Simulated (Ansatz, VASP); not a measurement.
CdS in VASP and in Ansatz

```
Cd S
1.0
     0.00000    2.93921    2.93921
     3.10499    0.00000    2.93921
     3.10499    2.93921    0.00000
Cd S
1 1
Direct
  0.00000 0.00000 0.00000
  0.25000 0.25000 0.25000
```

Change from the starting cell: uniaxial_x strain +5.6%.

Alike in both runs: task single point; functional r2SCAN; k mesh 8 × 8 × 8; no spin polarisation.

|  | VASP | Ansatz |
| --- | --- | --- |
| version | VASP 6.6.1 | Ansatz 0.2.0 |
| potentials or method | VASP PAW PBE potentials, release 64 (Cd_sv_GW, S) | plane waves, PAW |
| plane-wave cutoff (eV) | 700 | 500 |
| occupations | gaussian, width 0.01 eV | fixed |
| valence electrons in the cell | 26 | 26 |

Ansatz gave:

| Item | Value |
| --- | --- |
| gap on the k mesh at the Fermi level (eV) | 1.35 |
| pressure (GPa) | -3.0 |
| traceless stress, the component that is largest in VASP (GPa) | -0.89 |

**Question.** What did VASP give for the same quantities?

**Answer.** gap on the k mesh at the Fermi level (eV): 1.35; pressure (GPa): -3.1; traceless stress, the component that is largest in VASP (GPa): -0.89.

VASP's potentials were made for PBE, not for r2SCAN.
